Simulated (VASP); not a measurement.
# LaSi2OsRu2 (P4/mmm) in VASP: further runs

LaSi2OsRu2 is run at these levels: PBE; tasks: single point, relaxation of cell and atoms.

All numbers are computed with VASP 6.6.1; they aren't measurements. Logs are shortened: lines on timing, memory, paths and dates and some standing lists are left out, and cuts for length are marked.

### 1 The cell of the first run

The structure is tetragonal, space group P4/mmm (No. 123). Conventional cell: a = 4.710 Å, b = 4.710 Å, c = 5.510 Å, α = 90.00°, β = 90.00°, γ = 90.00°. Within 3.7 Å of La (site symmetry 4/mmm) lie 2 Os at 2.76 Å and 8 Ru at 3.62 Å and 8 Si at 3.63 Å. Within 3.1 Å of Os (site symmetry 4/mmm) lie 4 Ru at 2.36 Å and 2 La at 2.76 Å. Si (site symmetry 4mm) has 2 Si at 2.64 to 2.87 Å and 4 Ru at 2.70 Å and 4 Os at 3.58 Å and 4 La at 3.63 Å within 3.7 Å. Within 3.1 Å of Ru (site symmetry mmm) lie 2 Os at 2.36 Å and 4 Si at 2.70 Å.

### 2 Single point, PBE

The input, INCAR:

```
SYSTEM = LaSi2OsRu2
PREC = Accurate
ENCUT = 520
EDIFF = 1E-6
ISMEAR = 0
SIGMA = 0.024
LREAL = .False.
LASPH = .True.
NELM = 60
ALGO = Normal
ISIF = 2
LWAVE = .False.
LCHARG = .False.
GGA = PE
NBANDS = 36
```

The input, KPOINTS:

```
Automatic mesh
0
Gamma
  4 4 3
  0 0 0
```

The input, POSCAR:

```
LaSi2OsRu2
1.0
    4.7104731093      0.0000000000      0.0000000000
    0.0000000000      4.7104731093      0.0000000000
    0.0000000000      0.0000000000      5.5102849302
La Os Si Ru
1 1 2 2
Direct
    0.0000000000      0.0000000000      0.5000000000
    0.0000000000      0.0000000000      0.0000000000
    0.5000000000      0.5000000000      0.2398069342
    0.5000000000      0.5000000000      0.7601930658
    0.0000000000      0.5000000000      0.0000000000
    0.5000000000      0.0000000000      0.0000000000
```

Potentials or basis: VASP PAW PBE potentials, release 64 (La, Os, Si, Ru_pv).

Command:

```bash
> cat potpaw_PBE.64/La/POTCAR potpaw_PBE.64/Os/POTCAR potpaw_PBE.64/Si/POTCAR potpaw_PBE.64/Ru_pv/POTCAR > POTCAR
> mpirun -np 1 vasp_std > vasp.out
```

OUTCAR:

```text
SYSTEM = LaSi2OsRu2
   PREC = Accurate
   ENCUT = 520
   EDIFF = 1E-6
   ISMEAR = 0
   LREAL = .False.
   LASPH = .True.
   NELM = 60
   ISIF = 2
   GGA = PE

 ion  position               nearest neighbor table
   1  0.000  0.000  0.500-   2 2.76   2 2.76
   2  0.000  0.000  0.000-   5 2.36   6 2.36   5 2.36   6 2.36   1 2.76   1 2.76
   3  0.500  0.500  0.240-   4 2.64   5 2.70   6 2.70   6 2.70   5 2.70   4 2.87
   4  0.500  0.500  0.760-   3 2.64   5 2.70   6 2.70   6 2.70   5 2.70   3 2.87
   5  0.000  0.500  0.000-   2 2.36   2 2.36   4 2.70   3 2.70   3 2.70   4 2.70   6 3.33   6 3.33
                             6 3.33   6 3.33
   6  0.500  0.000  0.000-   2 2.36   2 2.36   4 2.70   3 2.70   4 2.70   3 2.70   5 3.33   5 3.33
                             5 3.33   5 3.33

  LATTYP: Found a simple tetragonal cell.
 ALAT       =     4.7104731093
 C/A-ratio  =     1.1697943715

  Lattice vectors:

 A1 = (   4.7104731093,   0.0000000000,   0.0000000000)
 A2 = (   0.0000000000,   4.7104731093,   0.0000000000)
 A3 = (   0.0000000000,   0.0000000000,   5.5102849302)

Analysis of symmetry for initial positions (statically):
=====================================================================
 Subroutine PRICEL returns:
 Original cell was already a primitive cell.

 Routine SETGRP: Setting up the symmetry group for a
 simple tetragonal supercell.

 Subroutine GETGRP returns: Found 16 space group operations
 (whereof 16 operations were pure point group operations)
 out of a pool of 16 trial point group operations.

The static configuration has the point symmetry D_4h.

Analysis of symmetry for dynamics (positions and initial velocities):
=====================================================================
 Subroutine PRICEL returns:
 Original cell was already a primitive cell.

 Routine SETGRP: Setting up the symmetry group for a
 simple tetragonal supercell.

 Subroutine GETGRP returns: Found 16 space group operations
 (whereof 16 operations were pure point group operations)
 out of a pool of 16 trial point group operations.

The dynamic configuration has the point symmetry D_4h.

 Subroutine INISYM returns: Found 16 space group operations
 (whereof 16 operations are pure point group operations),
 and found     1 'primitive' translations

----------------------------------------------------------------------------------------

                                     Primitive cell

  volume of cell :     122.2653

  direct lattice vectors                    reciprocal lattice vectors
     4.710473109  0.000000000  0.000000000     0.212292901  0.000000000  0.000000000
     0.000000000  4.710473109  0.000000000     0.000000000  0.212292901  0.000000000
     0.000000000  0.000000000  5.510284930     0.000000000  0.000000000  0.181478819

  length of vectors
     4.710473109  4.710473109  5.510284930     0.212292901  0.212292901  0.181478819

  position of ions in fractional coordinates (direct lattice)
     0.000000000  0.000000000  0.500000000
     0.000000000  0.000000000  0.000000000
     0.500000000  0.500000000  0.239806934
     0.500000000  0.500000000  0.760193066
     0.000000000  0.500000000  0.000000000
     0.500000000  0.000000000  0.000000000

  ion indices of the primitive-cell ions
   primitive index   ion index
                 1           1
                 2           2
                 3           3
                 4           4
                 5           5
                 6           6

----------------------------------------------------------------------------------------

 KPOINTS: Automatic mesh

Automatic generation of k-mesh.
 Grid dimensions read from file:
 generate k-points for:    4    4    3

 Generating k-lattice:

  Cartesian coordinates                     Fractional coordinates (reciprocal lattice)
     0.053073225  0.000000000  0.000000000     0.250000000  0.000000000  0.000000000
     0.000000000  0.053073225  0.000000000     0.000000000  0.250000000  0.000000000
     0.000000000  0.000000000  0.060492940     0.000000000  0.000000000  0.333333333

  Length of vectors
     0.053073225  0.053073225  0.060492940

  Shift w.r.t. Gamma in fractional coordinates (k-lattice)
     0.000000000  0.000000000  0.000000000

 Subroutine IBZKPT returns following result:
 ===========================================

 Found     12 irreducible k-points:

 Following reciprocal coordinates:
            Coordinates               Weight
  0.000000  0.000000  0.000000      1.000000
  0.250000  0.000000  0.000000      4.000000
  0.500000  0.000000  0.000000      2.000000
  0.250000  0.250000  0.000000      4.000000
  0.500000  0.250000  0.000000      4.000000
  0.500000  0.500000  0.000000      1.000000
  0.000000  0.000000  0.333333      2.000000
  0.250000  0.000000  0.333333      8.000000
  0.500000  0.000000  0.333333      4.000000
  0.250000  0.250000  0.333333      8.000000
  0.500000  0.250000  0.333333      8.000000
  0.500000  0.500000  0.333333      2.000000
   k-points           NKPTS =     12   k-points in BZ     NKDIM =     12   number of bands    NBANDS=     36
   number of dos      NEDOS =    301   number of ions     NIONS =      6
   total plane-waves  NPLWV =  54432
   dimension x,y,z NGX =    36 NGY =   36 NGZ =   42
   dimension x,y,z NGXF=    72 NGYF=   72 NGZF=   84
   ions per type =               1   1   2   2
   NGX,Y,Z   is equivalent  to a cutoff of  12.71, 12.71, 12.67 a.u.
   NGXF,Y,Z  is equivalent  to a cutoff of  25.41, 25.41, 25.34 a.u.
 SYSTEM =  LaSi2OsRu2
   PREC   = accura    normal or accurate (medium, high low for compatibility)
   ISTART =      0    job   : 0-new  1-cont  2-samecut
   ICHARG =      2    charge: 1-file 2-atom 10-const
   ISPIN  =      1    spin polarized calculation?
   LNONCOLLINEAR =      F non collinear calculations
   LSORBIT =      F    spin-orbit coupling
   LASPH  =      T    aspherical Exc in radial PAW
   ENCUT  =  520.0 eV  38.22 Ry    6.18 a.u.   8.76  8.76 10.25*2*pi/ulx,y,z
   NELM   =     60;   NELMIN=  2; NELMDL= -5     # of ELM steps
   EDIFF  = 0.1E-05   stopping-criterion for ELM
   LREAL  =      F    real-space projection
   EDIFFG = 0.1E-04   stopping-criterion for IOM
   NSW    =      0    number of steps for IOM
   IBRION =     -1    ionic relax: 0-MD 1-quasi-New 2-CG
   NFREE  =      0    steps in history (QN), initial steepest desc. (CG)
   ISIF   =      2    stress and relaxation
   ISYM   =      2    0-nonsym 1-usesym 2-fastsym
   POTIM  = 0.5000    time-step for ionic-motion
   TEBEG  =    0.0;   TEEND  =   0.0 temperature during run
   PSTRESS=    0.0 pullay stress
   NELECT =      55.0000    total number of electrons
   NUPDOWN=      -1.0000    fix difference up-down
   EMIN   =  10.00;   EMAX   =-10.00  energy-range for DOS
   EFERMI =   0.00;   METHOD = LEGACY
   ISMEAR =     0;   SIGMA  =   0.02  broadening in eV -4-tet -1-fermi 0-gaus
   EFERMI_NEDOS =   21; number of points for ismear=-14 and -15
   IALGO  =     38    algorithm
   IMIX   =      4    mixing-type and parameters
     AMIX     =   0.40;   BMIX     =  1.00
     AMIX_MAG =   1.60;   BMIX_MAG =  1.00
  volume/ion in A,a.u.               =      20.38       137.51
  Fermi-wavevector in a.u.,A,eV,Ry     =   1.254377  2.370428 21.408240  1.573461
  Thomas-Fermi vector in A             =   2.388185
   LORBIT       =      0    0 simple, 1 ext, 2 COOP (PROOUT), +10 PAW based schemes
   GGA     = PE    functional components
   LHFCALC =     F    Hartree Fock is set to
   AEXX    =    0.0000 exact exchange contribution
   IVDW    =     0    specifies the selected vdW correction
   LEPSILON=     F    determine dielectric tensor
   LRPA    =     F    only Hartree local field effects (RPA)
 non-spin polarized calculation
 Gauss-broadening in eV      SIGMA  =   0.02
  energy-cutoff  :      520.00
  volume of cell :      122.27
 maximum number of plane-waves:      3333
 NGX is ok and might be reduce to    36
   NGX = 17   NGY = 17   NGZ = 21

 number of electron      54.9999979 magnetization

 Free energy of the ion-electron system (eV)
  ---------------------------------------------------
  ext. energy  EPLUGINS =         0.00000000
  ---------------------------------------------------
  free energy    TOTEN  =       -43.97308536 eV

  energy without entropy =      -43.96684067  energy(sigma->0) =      -43.96996301

 E-fermi :   8.0499     XC(G=0): -10.9906

 val. band max:        8.0362041747   @ k =   0.2500   0.0000   0.3333
 cond. band min:       8.0512395994   @ k =   0.2500   0.0000   0.3333
 fundamental gap:      0.0150354247
 Fermi energy:         8.0499184958

 k-point     1 :       0.0000    0.0000    0.0000
  band No.  band energies     occupation
      1     -34.8874      2.00000
      2     -34.8874      2.00000
      3     -34.4627      2.00000
      4     -34.4627      2.00000
      5     -34.3452      2.00000
      6     -34.3351      2.00000
[... 28 lines left out ...]
     35      10.5842      0.00000
     36      10.5849      0.00000

 k-point     2 :       0.2500    0.0000    0.0000
  band No.  band energies     occupation
      1     -34.9207      2.00000
      2     -34.8868      2.00000
      3     -34.4639      2.00000
      4     -34.4638      2.00000
      5     -34.3440      2.00000
      6     -34.3368      2.00000
[... 28 lines left out ...]
     35      10.4857      0.00000
     36      10.5403      0.00000

 k-point     3 :       0.5000    0.0000    0.0000
  band No.  band energies     occupation
      1     -34.9540      2.00000
      2     -34.8862      2.00000
      3     -34.4652      2.00000
      4     -34.4649      2.00000
      5     -34.3414      2.00000
      6     -34.3400      2.00000
[... 28 lines left out ...]
     35      10.4294      0.00000
     36      10.5162      0.00000

 k-point     4 :       0.2500    0.2500    0.0000
  band No.  band energies     occupation
      1     -34.9335      2.00000
      2     -34.9074      2.00000
      3     -34.4830      2.00000
      4     -34.4465      2.00000
      5     -34.3432      2.00000
      6     -34.3382      2.00000
[... 28 lines left out ...]
     35      10.3423      0.00000
     36      10.5052      0.00000

 k-point     5 :       0.5000    0.2500    0.0000
  band No.  band energies     occupation
      1     -34.9621      2.00000
      2     -34.9120      2.00000
      3     -34.4914      2.00000
      4     -34.4398      2.00000
      5     -34.3414      2.00000
      6     -34.3407      2.00000
[... 28 lines left out ...]
     35      10.2718      0.00000
     36      10.4077      0.00000

 k-point     6 :       0.5000    0.5000    0.0000
  band No.  band energies     occupation
      1     -34.9800      2.00000
      2     -34.9279      2.00000
      3     -34.5026      2.00000
      4     -34.4297      2.00000
      5     -34.3413      2.00000
      6     -34.3413      2.00000
[... 28 lines left out ...]
     35      10.3032      0.00000
     36      10.4857      0.00000

 k-point     7 :       0.0000    0.0000    0.3333
  band No.  band energies     occupation
      1     -34.8874      2.00000
      2     -34.8874      2.00000
      3     -34.4626      2.00000
      4     -34.4626      2.00000
      5     -34.3452      2.00000
      6     -34.3351      2.00000
[... 28 lines left out ...]
     35      10.4615      0.00000
     36      10.6548      0.00000

 k-point     8 :       0.2500    0.0000    0.3333
  band No.  band energies     occupation
      1     -34.9207      2.00000
      2     -34.8868      2.00000
      3     -34.4639      2.00000
      4     -34.4638      2.00000
      5     -34.3441      2.00000
      6     -34.3368      2.00000
[... 28 lines left out ...]
     35      10.3676      0.00000
     36      10.4586      0.00000

 k-point     9 :       0.5000    0.0000    0.3333
  band No.  band energies     occupation
      1     -34.9540      2.00000
      2     -34.8862      2.00000
      3     -34.4652      2.00000
      4     -34.4649      2.00000
      5     -34.3414      2.00000
      6     -34.3400      2.00000
[... 28 lines left out ...]
     35      10.3632      0.00000
     36      10.4230      0.00000

 k-point    10 :       0.2500    0.2500    0.3333
  band No.  band energies     occupation
      1     -34.9335      2.00000
      2     -34.9074      2.00000
      3     -34.4830      2.00000
      4     -34.4465      2.00000
      5     -34.3433      2.00000
      6     -34.3382      2.00000
[... 28 lines left out ...]
     35      10.4295      0.00000
     36      10.5312      0.00000

 k-point    11 :       0.5000    0.2500    0.3333
  band No.  band energies     occupation
      1     -34.9621      2.00000
      2     -34.9121      2.00000
      3     -34.4914      2.00000
      4     -34.4398      2.00000
      5     -34.3414      2.00000
      6     -34.3407      2.00000
[... 28 lines left out ...]
     35      10.4799      0.00000
     36      10.5568      0.00000

 k-point    12 :       0.5000    0.5000    0.3333
  band No.  band energies     occupation
      1     -34.9799      2.00000
      2     -34.9279      2.00000
      3     -34.5026      2.00000
      4     -34.4297      2.00000
      5     -34.3413      2.00000
      6     -34.3413      2.00000
[... 28 lines left out ...]
     35      10.4462      0.00000
     36      10.5758      0.00000

------------------------ aborting loop because EDIFF is reached ----------------------------------------

  FORCE on cell =-STRESS in cart. coord.  units (eV):
  Direction    XX          YY          ZZ          XY          YZ          ZX
  --------------------------------------------------------------------------------------
  -------------------------------------------------------------------------------------
  Total        0.2834133      0.2834133      0.0735715      0.0000000      0.0000000      0.0000000
  in kB        3.7138792      3.7138792      0.9640885      0.0000000      0.0000000      0.0000000
  external PRESSURE =       2.7972823 kB  Pullay stress =       0.0000000 kB

 VOLUME and BASIS-vectors are now :
 -----------------------------------------------------------------------------
  energy-cutoff  :      520.00
  volume of cell :      122.27
      direct lattice vectors                 reciprocal lattice vectors
     4.710473109  0.000000000  0.000000000     0.212292901  0.000000000  0.000000000
     0.000000000  4.710473109  0.000000000     0.000000000  0.212292901  0.000000000
     0.000000000  0.000000000  5.510284930     0.000000000  0.000000000  0.181478819

 POSITION                                       TOTAL-FORCE (eV/Angst)
 -----------------------------------------------------------------------------------
      0.00000      0.00000      2.75514         0.000000      0.000000      0.000000
      0.00000      0.00000      0.00000         0.000000      0.000000      0.000000
      2.35524      2.35524      1.32140         0.000000     -0.000000      0.003182
      2.35524      2.35524      4.18888        -0.000000     -0.000000     -0.003182
      0.00000      2.35524      0.00000         0.000000      0.000000      0.000000
      2.35524      0.00000      0.00000         0.000000      0.000000      0.000000
 -----------------------------------------------------------------------------------
    total drift:                                0.000000     -0.000000     -0.000000

  FREE ENERGIE OF THE ION-ELECTRON SYSTEM (eV)
  ---------------------------------------------------
  free  energy   TOTEN  =       -43.9730853561 eV

  energy  without entropy=      -43.9668406680  energy(sigma->0) =      -43.96996301
```

Wall time 1.7 min (1 thread of Intel Xeon 8259CL, shared host); peak memory 0.27 GiB.

What came out:

```yaml
Free_energy: -43.9731 eV
Pressure: 0.3 GPa
Largest_force: 0.003 eV/Å
Band_gap_on_the_k_mesh: zero (an odd number of electrons rules out a gap without spin polarisation)
```

Forces in eV/Å, atoms in the order of the input:
```
La   0.000  0.000  0.000
Os   0.000  0.000  0.000
Si   0.000  0.000  0.003
Si   0.000  0.000 -0.003
Ru   0.000  0.000  0.000
Ru   0.000  0.000  0.000
```

Stress tensor (GPa, compression positive):
```
0.37 0.00 0.00
0.00 0.37 0.00
0.00 0.00 0.10
```

Levels at points of the mesh, in eV from the Fermi level:
```tsv
k point	band 25	band 26	band 27	band 28	band 29	band 30
(0.00, 0.00, 0.00)	-0.39	-0.28	0.28	1.38	1.38	2.09
(0.50, 0.00, 0.00)	-1.34	-0.96	-0.85	-0.28	0.38	1.27
(0.50, 0.50, 0.00)	-1.78	-1.78	-1.43	-1.19	-0.11	-0.11
```

Caveat: the k points lie up to 0.38 Å⁻¹ apart, too coarse for converged energies and pressures of a metal; spin-orbit coupling is left out, which moves the levels of the heavy elements.

### 3 Relaxation of cell and atoms, PBE

This run uses another cell than the first one, of 18.65 Å³/atom.

The input, INCAR:

```
SYSTEM = LaSi2OsRu2
ALGO = Normal
EDIFF = 1E-7
EDIFFG = -0.01
ENCUT = 600
GGA = PE
IBRION = 2
ISIF = 3
ISMEAR = 0
LASPH = .TRUE.
LCHARG = .FALSE.
LREAL = .FALSE.
LWAVE = .FALSE.
NELM = 60
NSW = 60
PREC = Accurate
SIGMA = 0.024
```

The input, KPOINTS:

```
k-points
0
G
  4 4 3
  0 0 0
```

The input, POSCAR:

```
LaSi2OsRu2
1.0
    4.3663290000      0.0000000000      0.0000000000
    0.0000000000      4.3663290000      0.0000000000
    0.0000000000      0.0000000000      5.8708230000
La Os Si Ru
1 1 2 2
Direct
    0.0000000000      0.0000000000      0.5000000000
    0.0000000000      0.0000000000      0.0000000000
    0.5000000000      0.5000000000      0.2537000000
    0.5000000000      0.5000000000      0.7463000000
    0.0000000000      0.5000000000      0.0000000000
    0.5000000000      0.0000000000      0.0000000000
```

Potentials or basis: VASP PAW PBE potentials, release 64 (La, Os, Si, Ru_pv).

Command:

```bash
> cat potpaw_PBE.64/La/POTCAR potpaw_PBE.64/Os/POTCAR potpaw_PBE.64/Si/POTCAR potpaw_PBE.64/Ru_pv/POTCAR > POTCAR
> mpirun -np 1 vasp_std > vasp.out
```

Wall time 14 min (1 thread of Intel Xeon 8259CL, shared host); peak memory 0.3 GiB.

It converged, with:

| Item | Value |
| --- | --- |
| Free energy | -43.9698 eV |
| Relaxed volume | 20.42 Å³/atom |
| Relaxed cell | a = 4.715 Å, b = 4.715 Å, c = 5.512 Å, α = 90.00°, β = 90.00°, γ = 90.00° |
| Space group after relaxing (to 0.1 Å) | P4/mmm (No. 123) |
| Energy gained by relaxing | 322.4 meV/atom |
| Ionic steps | 12 |
| Pressure after relaxing | 0.0 GPa |
| Largest force after relaxing | 0.003 eV/Å |
| Band gap on the k mesh | zero (an odd number of electrons rules out a gap without spin polarisation) |

Forces in eV/Å, atoms in the order of the input:
```
La   0.000  0.000  0.000
Os   0.000  0.000  0.000
Si   0.000  0.000 -0.003
Si   0.000  0.000  0.003
Ru   0.000  0.000  0.000
Ru   0.000  0.000  0.000
```

The path:
```csv
step,energy change (eV),largest force (eV/Å),pressure (GPa),volume (Å³)
1,0.0000,0.1022,22.34,111.93
2,1.1791,0.9470,-19.07,157.08
3,-1.6400,0.6202,-5.86,128.92
4,-1.6519,0.5872,-4.66,127.72
5,-1.6526,0.5752,-4.20,127.28
6,-1.9122,0.2166,0.82,120.79
7,-1.9180,0.2655,0.06,121.55
8,-1.9235,0.2105,0.20,121.60
9,-1.9323,0.0430,0.60,121.76
10,-1.9327,0.0027,0.72,121.80
11,-1.9338,0.0067,-0.41,122.97
12,-1.9343,0.0031,-0.01,122.54
```

Final structure:
```
La Os Si Ru
1.0
     4.71500    0.00000    0.00000
     0.00000    4.71500    0.00000
     0.00000    0.00000    5.51212
La Os Si Ru
1 1 2 2
Direct
  0.00000 0.00000 0.50000
  0.00000 0.00000 0.00000
  0.50000 0.50000 0.23955
  0.50000 0.50000 0.76045
  0.00000 0.50000 0.00000
  0.50000 0.00000 0.00000
```

Levels at points of the mesh, in eV from the Fermi level:
```tsv
k point	band 24	band 25	band 26	band 27	band 28	band 29	band 30	band 31
(0.00, 0.00, 0.00)	-1.86	-0.39	-0.27	0.28	1.38	1.38	2.08	2.14
(0.50, 0.00, 0.00)	-2.09	-1.35	-0.95	-0.84	-0.28	0.38	1.26	1.36
(0.50, 0.50, 0.00)	-2.07	-1.77	-1.77	-1.42	-1.18	-0.11	-0.11	0.80
```

Caveat: spin-orbit coupling is left out, which moves the levels of the heavy elements.
